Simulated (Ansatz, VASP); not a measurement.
# One calculation of Ag, two programs

Contents of INCAR:

```
SYSTEM = Ag
PREC = Accurate ; ENCUT = 500
EDIFF = 1E-6 ; ISMEAR = -1
SIGMA = 0.1 ; LREAL = .False.
LASPH = .True. ; NELM = 120
ALGO = Normal ; ISIF = 2
LWAVE = .False. ; LCHARG = .False.
GGA = PE ; NBANDS = 12
GGA_COMPAT = .False.
```

File KPOINTS:

```
Automatic mesh
0
Gamma
  15 15 15
  0 0 0
```

File POSCAR:

```
Ag
1.0
   -1.6516693065      1.6516693065      1.6516693065
    1.6516693065     -1.6516693065      1.6516693065
    1.6516693065      1.6516693065     -1.6516693065
Ag
1
Direct
    0.0000000000      0.0000000000      0.0000000000
```

Input for Ansatz:

```yaml
crystal:
  lattice:
    - [-1.6516693065, 1.6516693065, 1.6516693065]
    - [1.6516693065, -1.6516693065, 1.6516693065]
    - [1.6516693065, 1.6516693065, -1.6516693065]
  atoms:
    - { symbol: Ag, position: [0.0, 0.0, 0.0] }
hamiltonian:
  xc: pbe
  pseudopotentials:
    kind: paw
    azcp:
      Ag: "pseudopotentials/Ag.paw.azcp"
basis:
  ecutwfc: 420
  fft_grid_basis: typed
kpoints:
  mp_grid: { grid: [15, 15, 15], shift: [0, 0, 0] }
magnetization:
  spin_polarized: false
scf:
  occupations: { method: fermi_dirac, width: 0.1 }
  lower_state_search: "off"
output:
  stress: true
  write_density: true
  write_potential: true
  elf: true
  volumetric_format: npy
```

Alike in both runs: task single point; functional PBE; k mesh 15 × 15 × 15; occupations fermi-dirac, width 0.1 eV; no spin polarisation.

|  | VASP | Ansatz |
| --- | --- | --- |
| version | VASP 6.6.1 | Ansatz 0.2.0 |
| potentials or method | VASP PAW PBE potentials, release 64 (Ag), cutoff 500 eV | plane waves (420 eV) with PAW, scalar-relativistic |
| valence electrons in the cell | 11 | 19 |

```csv
,VASP,Ansatz,Ansatz less VASP
pressure (GPa),-0.3,-0.3,+0.07
```

With one functional, cell and mesh, what is left measures potentials, basis and numerics. VASP's potentials hold 11 valence electrons a cell and Ansatz's 19, so a difference there can come from the potentials and not from the codes.
